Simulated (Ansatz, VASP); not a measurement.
## W: VASP beside Ansatz

Contents of POSCAR:

```
W
1.0
   -1.5848038465      1.5848038465      1.5848038465
    1.5848038465     -1.5848038465      1.5848038465
    1.5848038465      1.5848038465     -1.5848038465
W
1
Direct
    0.0000000000      0.0000000000      0.0000000000
```

Contents of INCAR.step1:

```
SYSTEM = W
PREC = Accurate
ENCUT = 520
ISMEAR = 0
SIGMA = 1.0
LREAL = .False.
LASPH = .True.
NELM = 60
NBANDS = 13
GGA = PE
ALGO = Normal
EDIFF = 1E-4
LWAVE = .True.
LCHARG = .False.
```

INCAR.step2

```
SYSTEM = W
PREC = Accurate
ENCUT = 520
EDIFF = 1E-6
ISMEAR = 0
SIGMA = 1.0
LREAL = .False.
LASPH = .True.
NELM = 60
ALGO = Normal
ISIF = 2
LWAVE = .False.
LCHARG = .False.
METAGGA = R2SCAN
LMIXTAU = .True.
NBANDS = 13
ISTART = 1
```

KPOINTS

```
Automatic mesh
0
Gamma
  14 14 14
  0 0 0
```

Input for Ansatz:

```yaml
crystal:
  lattice:
    - [-1.5848038465, 1.5848038465, 1.5848038465]
    - [1.5848038465, -1.5848038465, 1.5848038465]
    - [1.5848038465, 1.5848038465, -1.5848038465]
  atoms:
    - { symbol: W, position: [0.0, 0.0, 0.0] }
hamiltonian:
  xc: r2scan
  pseudopotentials:
    kind: paw
    azcp:
      W: "pseudopotentials/W.paw.azcp"
basis:
  ecutwfc: 500
  fft_grid_basis: typed
kpoints:
  mp_grid: { grid: [14, 14, 14], shift: [0, 0, 0] }
magnetization:
  spin_polarized: false
scf:
  occupations: { method: gaussian, width: 1.0 }
  lower_state_search: "off"
output:
  stress: true
```

Alike in both runs: task single point; functional r2SCAN; k mesh 14 × 14 × 14; occupations gaussian, width 1 eV; no spin polarisation.

```csv
,VASP,Ansatz
version,VASP 6.6.1,Ansatz 0.2.0
potentials or method,"VASP PAW PBE potentials, release 64 (W_sv), cutoff 520 eV","plane waves (500 eV) with PAW, scalar-relativistic"
valence electrons in the cell,14,14
```

|  | VASP | Ansatz | Ansatz less VASP |
| --- | --- | --- | --- |
| pressure (GPa) | 1.6 | 0.4 | -1.23 |

VASP's potentials were made for PBE, not for r2SCAN. The functional is the same, so the differences come from potentials, cutoffs and numerics.

Neither program's run includes spin-orbit coupling.
